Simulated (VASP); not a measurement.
Write the native input for VASP 6.6.1 that does the following.

```
Task                   : single point
Functional             : PBE
Potentials or basis    : VASP PAW PBE potentials, release 64 (Ga_d, N)
Cutoff                 : 520 eV
k mesh                 : 12 × 12 × 6
Occupations            : gaussian, width 0.02 eV
Spin                   : no spin polarisation
Dipole correction      : no
Further INCAR settings : ALGO = Normal; EDIFF = 1e-06; NBANDS = 26
```

The structure of GaN lies in POSCAR:

```
GaN
1.0
    3.0896359854      0.0000000000      0.0000000000
   -1.5448179927      2.8150627962      0.0000000000
    0.0000000000      0.0000000000      5.2956001196
Ga N
2 2
Direct
    0.6659266350      0.3319059519      0.4999566282
    0.3340733650      0.6680940481      0.9999566282
    0.6640475737      0.3283214338      0.8750433718
    0.3359524263      0.6716785662      0.3750433718
```

This cell differs from its parent crystal: uniaxial strain along a: -4.0 %.

These files were run (other wordings do the same):

INCAR

```
ALGO     = Normal         # electronic algorithm
EDIFF    = 1E-6           # SCF threshold, eV
ENCUT    = 520            # plane-wave cutoff, eV
GGA      = PE             # functional
ISIF     = 2              # what is computed and relaxed
ISMEAR   = 0              # smearing method
LASPH    = True           # aspherical terms in the spheres
LCHARG   = False          # write CHGCAR
LREAL    = False          # projectors in reciprocal space
LWAVE    = False          # write WAVECAR
NBANDS   = 26             # bands
NELM     = 60             # most SCF steps
PREC     = Accurate       # precision mode
SIGMA    = 0.02           # smearing width, eV
```

KPOINTS

```
k-points
0
Gamma
  12 12 6
```

Potentials or basis: VASP PAW PBE potentials, release 64 (Ga_d, N).

Launch:

```console
$ cat potpaw_PBE.64/Ga_d/POTCAR potpaw_PBE.64/N/POTCAR > POTCAR
$ mpirun -np 1 vasp_std > vasp.out
```

Results of the run:

The pressure is 4.0 GPa, the largest force is 0.269 eV/Å and the band gap on the k mesh is 1.60 eV.

Caveat: the cell differs from its parent crystal (uniaxial strain along a: -4.0 %); the stress differs along the axes, from -2 to 14 GPa.

Wall time 6.3 min on 1 thread of Intel Xeon 8259CL, with other jobs on the host, peak memory 0.39 GiB.
